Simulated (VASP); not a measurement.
# Hf (P6_3/mmc) in VASP: further runs, part 2 of 3

VASP 6.6.1. The steps go on from the part before.

### 3 Relaxation of cell and atoms, PBE

This run uses another cell than the first one, of 22.38 Å³/atom, 0.993 times its volume.

Contents of INCAR:

```
PREC = Accurate
ENCUT = 600
EDIFF = 1E-6
ISMEAR = 0
SIGMA = 0.1
LREAL = False
LASPH = True
NELM = 80
ALGO = Normal
ISIF = 3
LWAVE = False
LCHARG = False
GGA = PE
IBRION = 2
NSW = 100
EDIFFG = -0.005
```

Contents of KPOINTS:

```
Automatic mesh
0
Gamma
  15 15 8
```

Contents of POSCAR:

```
Hf
1.0
    3.1966985242      0.0000000000      0.0000000000
   -1.5983492621      2.7684221302      0.0000000000
    0.0000000000      0.0000000000      5.0578000000
Hf
2
Direct
    0.3333333333      0.6666666667      0.2500000000
    0.6666666667      0.3333333333      0.7500000000
```

Potentials or basis: VASP PAW PBE potentials, release 64 (Hf_pv).

Run with:

```sh
$ cat potpaw_PBE.64/Hf_pv/POTCAR > POTCAR
$ mpirun -np 1 vasp_std > vasp.out
```

OUTCAR:

```text
PREC = Accurate
   ENCUT = 600
   EDIFF = 1E-6
   ISMEAR = 0
   LREAL = False
   LASPH = True
   NELM = 80
   ISIF = 3
   GGA = PE
   IBRION = 2
   NSW = 100
   EDIFFG = -0.005

 ion  position               nearest neighbor table
   1  0.333  0.667  0.250-   2 3.13   2 3.13   2 3.13   2 3.13   2 3.13   2 3.13
   2  0.667  0.333  0.750-   1 3.13   1 3.13   1 3.13   1 3.13   1 3.13   1 3.13

  LATTYP: Found a hexagonal cell.
 ALAT       =     3.1966985242
 C/A-ratio  =     1.5821948681

  Lattice vectors:

 A1 = (   3.1966985242,   0.0000000000,   0.0000000000)
 A2 = (  -1.5983492621,   2.7684221302,   0.0000000000)
 A3 = (   0.0000000000,   0.0000000000,   5.0578000000)

Analysis of symmetry for initial positions (statically):
=====================================================================
 Subroutine PRICEL returns:
 Original cell was already a primitive cell.

 Routine SETGRP: Setting up the symmetry group for a
 hexagonal supercell.

 Subroutine GETGRP returns: Found 24 space group operations
 (whereof 12 operations were pure point group operations)
 out of a pool of 24 trial point group operations.

The static configuration has the point symmetry D_3d.
 The point group associated with its full space group is D_6h.

Analysis of symmetry for dynamics (positions and initial velocities):
=====================================================================
 Subroutine PRICEL returns:
 Original cell was already a primitive cell.

 Routine SETGRP: Setting up the symmetry group for a
 hexagonal supercell.

 Subroutine GETGRP returns: Found 24 space group operations
 (whereof 12 operations were pure point group operations)
 out of a pool of 24 trial point group operations.

The dynamic configuration has the point symmetry D_3d.
 The point group associated with its full space group is D_6h.

 Subroutine INISYM returns: Found 24 space group operations
 (whereof 12 operations are pure point group operations),
 and found     1 'primitive' translations

----------------------------------------------------------------------------------------

                                     Primitive cell

  volume of cell :      44.7606

  direct lattice vectors                    reciprocal lattice vectors
     3.196698524  0.000000000  0.000000000     0.312822743  0.180608295  0.000000000
    -1.598349262  2.768422130  0.000000000     0.000000000  0.361216589  0.000000000
     0.000000000  0.000000000  5.057800000     0.000000000  0.000000000  0.197714421

  length of vectors
     3.196698524  3.196698524  5.057800000     0.361216589  0.361216589  0.197714421

  position of ions in fractional coordinates (direct lattice)
     0.333333333  0.666666667  0.250000000
     0.666666667  0.333333333  0.750000000

  ion indices of the primitive-cell ions
   primitive index   ion index
                 1           1
                 2           2

----------------------------------------------------------------------------------------

 KPOINTS: Automatic mesh

Automatic generation of k-mesh.
 Grid dimensions read from file:
 generate k-points for:   15   15    8

[... 50 lines left out ...]
   ions per type =               2
   NGX,Y,Z   is equivalent  to a cutoff of  14.56, 14.56, 13.15 a.u.
   NGXF,Y,Z  is equivalent  to a cutoff of  29.12, 29.12, 26.30 a.u.
 SYSTEM =  unknown system
   PREC   = accura    normal or accurate (medium, high low for compatibility)
   ISTART =      0    job   : 0-new  1-cont  2-samecut
   ICHARG =      2    charge: 1-file 2-atom 10-const
   ISPIN  =      1    spin polarized calculation?
   LNONCOLLINEAR =      F non collinear calculations
   LSORBIT =      F    spin-orbit coupling
   LASPH  =      T    aspherical Exc in radial PAW
   ENCUT  =  600.0 eV  44.10 Ry    6.64 a.u.   6.38  6.38 10.10*2*pi/ulx,y,z
   NELM   =     80;   NELMIN=  2; NELMDL= -5     # of ELM steps
   EDIFF  = 0.1E-05   stopping-criterion for ELM
   LREAL  =      F    real-space projection
   EDIFFG = -.5E-02   stopping-criterion for IOM
   NSW    =    100    number of steps for IOM
   IBRION =      2    ionic relax: 0-MD 1-quasi-New 2-CG
   NFREE  =      1    steps in history (QN), initial steepest desc. (CG)
   ISIF   =      3    stress and relaxation
   ISYM   =      2    0-nonsym 1-usesym 2-fastsym
   POTIM  = 0.5000    time-step for ionic-motion
   TEBEG  =    0.0;   TEEND  =   0.0 temperature during run
   PSTRESS=    0.0 pullay stress
   NELECT =      20.0000    total number of electrons
   NUPDOWN=      -1.0000    fix difference up-down
   EMIN   =  10.00;   EMAX   =-10.00  energy-range for DOS
   EFERMI =   0.00;   METHOD = LEGACY
   ISMEAR =     0;   SIGMA  =   0.10  broadening in eV -4-tet -1-fermi 0-gaus
   EFERMI_NEDOS =   21; number of points for ismear=-14 and -15
   IALGO  =     38    algorithm
   IMIX   =      4    mixing-type and parameters
     AMIX     =   0.40;   BMIX     =  1.00
     AMIX_MAG =   1.60;   BMIX_MAG =  1.00
  volume/ion in A,a.u.               =      22.38       151.03
  Fermi-wavevector in a.u.,A,eV,Ry     =   1.251564  2.365112 21.312324  1.566412
  Thomas-Fermi vector in A             =   2.385505
   LORBIT       =      0    0 simple, 1 ext, 2 COOP (PROOUT), +10 PAW based schemes
   GGA     = PE    functional components
   LHFCALC =     F    Hartree Fock is set to
   AEXX    =    0.0000 exact exchange contribution
   IVDW    =     0    specifies the selected vdW correction
   LEPSILON=     F    determine dielectric tensor
   LRPA    =     F    only Hartree local field effects (RPA)
 conjugate gradient relaxation of ions
 non-spin polarized calculation
 Gauss-broadening in eV      SIGMA  =   0.10
  energy-cutoff  :      600.00
  volume of cell :       44.76
 maximum number of plane-waves:      1515
 NGX is ok and might be reduce to    28
   NGX = 13   NGY = 13   NGZ = 21

--------------------------------------- Ionic step        1  -------------------------------------------

 number of electron      20.0000001 magnetization

 Free energy of the ion-electron system (eV)
  ---------------------------------------------------
  ext. energy  EPLUGINS =         0.00000000
  ---------------------------------------------------
  free energy    TOTEN  =       -19.85434058 eV

  energy without entropy =      -19.84712743  energy(sigma->0) =      -19.85073400

------------------------ aborting loop because EDIFF is reached ----------------------------------------

  FORCE on cell =-STRESS in cart. coord.  units (eV):
  Direction    XX          YY          ZZ          XY          YZ          ZX
  --------------------------------------------------------------------------------------
  -------------------------------------------------------------------------------------
  Total        0.1054619      0.1054619      0.0581278      0.0000000      0.0000000      0.0000000
  in kB        3.7749448      3.7749448      2.0806493      0.0000000      0.0000000      0.0000000
  external PRESSURE =       3.2101796 kB  Pullay stress =       0.0000000 kB
[... 203 lines left out ...]
--------------------------------------- Ionic step        7  -------------------------------------------

 number of electron      20.0000001 magnetization

 Free energy of the ion-electron system (eV)
  ---------------------------------------------------
  ext. energy  EPLUGINS =         0.00000000
  ---------------------------------------------------
  free energy    TOTEN  =       -19.85449287 eV

  energy without entropy =      -19.84728866  energy(sigma->0) =      -19.85089077

 E-fermi :   4.9054     XC(G=0): -11.2687

 val. band max:        4.8915584498   @ k =   0.1333   0.0000   0.0000
 cond. band min:       4.9243807906   @ k =   0.1333   0.0667   0.2500
 fundamental gap:      0.0328223408
 Fermi energy:         4.9053919584

 k-point     1 :       0.0000    0.0000    0.0000
  band No.  band energies     occupation
      1     -26.1849      2.00000
      2     -25.4466      2.00000
      3     -25.4466      2.00000
      4     -25.3254      2.00000
      5     -25.3194      2.00000
      6     -25.3194      2.00000
      7      -2.4739      2.00000
      8       1.2007      2.00000
      9       5.5351      0.00000
     10       6.0745      0.00000
     11       6.0745      0.00000
     12       6.3621      0.00000
     13       6.8952      0.00000
     14       6.8952      0.00000
[... 377 lines left out ...]
      1     -25.9499      2.00000
      2     -25.8079      2.00000
      3     -25.7643      2.00000
      4     -25.7179      2.00000
      5     -25.5914      2.00000
      6     -25.5337      2.00000
      7       2.3161      2.00000
      8       2.7573      2.00000
      9       2.9393      2.00000
     10       3.6610      2.00000
     11       5.2939      0.00000
     12       5.5432      0.00000
     13       6.7536      0.00000
     14       9.9499      0.00000

 [... further k-points ...]
[... 5 lines left out ...]
  --------------------------------------------------------------------------------------
  -------------------------------------------------------------------------------------
  Total        0.0077183      0.0077183     -0.0026625      0.0000000      0.0000000      0.0000000
  in kB        0.2754960      0.2754960     -0.0950353      0.0000000      0.0000000      0.0000000
  external PRESSURE =       0.1519856 kB  Pullay stress =       0.0000000 kB
[... 17 lines left out ...]
  FREE ENERGIE OF THE ION-ELECTRON SYSTEM (eV)
  ---------------------------------------------------
  free  energy   TOTEN  =       -19.8544928749 eV

  energy  without entropy=      -19.8472886618  energy(sigma->0) =      -19.85089077

 reached required accuracy - stopping structural energy minimisation
```

OSZICAR:

```text
N       E                     dE             d eps       ncg     rms          rms(c)
DAV:   1     0.509710660902E+02    0.50971E+02   -0.12600E+04  3788   0.151E+03
DAV:   2    -0.183091053484E+02   -0.69280E+02   -0.68104E+02  4692   0.285E+02
DAV:   3    -0.205496318738E+02   -0.22405E+01   -0.21631E+01  5120   0.324E+01
[... 44 lines left out ...]
       N       E                     dE             d eps       ncg     rms          rms(c)
DAV:   1    -0.198545179195E+02   -0.33644E-04   -0.16961E-03  3810   0.343E-01    0.371E-02
DAV:   2    -0.198544993053E+02    0.18614E-04   -0.26942E-05  4998   0.412E-02    0.157E-02
DAV:   3    -0.198544936214E+02    0.56839E-05   -0.67328E-06  4884   0.185E-02    0.136E-02
DAV:   4    -0.198544928749E+02    0.74647E-06   -0.17818E-06  2768   0.103E-02
   7 F= -.19854493E+02 E0= -.19850891E+02  d E =-.865316E-05
```

Run time: 1.8 min. Hardware: 1 thread of Intel Xeon 6975P-C (Granite Rapids), shared host; peak memory 0.26 GiB.

What came out:

```yaml
Free_energy: -19.8545 eV
Relaxed_volume: 22.44 Å³/atom
Relaxed_cell: a = 3.201 Å, b = 3.201 Å, c = 5.059 Å, α = 90.00°, β = 90.00°, γ = 120.00°
Space_group_after_relaxing_to_0.05_Å: P6_3/mmc (No. 194)
Energy_gained_by_relaxing: 0.1 meV/atom
Ionic_steps: 7
Pressure_after_relaxing: 0.0 GPa
Band_gap_on_the_k_mesh: zero (band 10 reaches 6.07 eV, above the bottom of band 11 at 4.46 eV)
```

Step by step:
```tsv
step	energy change (eV)	largest force (eV/Å)	pressure (GPa)	volume (Å³)
1	0.0000	0.0000	0.32	44.76
2	0.0000	0.0000	-0.38	45.05
3	-0.0001	0.0000	-0.02	44.90
4	-0.0001	0.0000	-0.03	44.89
5	-0.0001	0.0000	0.15	44.83
6	-0.0001	0.0000	0.01	44.89
7	-0.0002	0.0000	0.02	44.89
```

Final structure:
```
Hf
1.0
     3.20092    0.00000    0.00000
    -1.60046    2.77208    0.00000
     0.00000    0.00000    5.05867
Hf
2
Direct
  0.33333 0.66667 0.25000
  0.66667 0.33333 0.75000
```

Levels at points of the mesh, in eV from the Fermi level:
```tsv
k point	band 7	band 8	band 9	band 10	band 11	band 12	band 13	band 14
(0.00, 0.00, 0.00)	-7.38	-3.70	0.63	1.17	1.17	1.46	1.99	1.99
(0.00, 0.00, 0.50)	-5.40	-5.40	0.14	0.14	1.06	1.06	1.06	1.06
```

Caveat: spin-orbit coupling is left out, which moves the levels of the heavy elements.

(Part 2 of 3 ends here.)
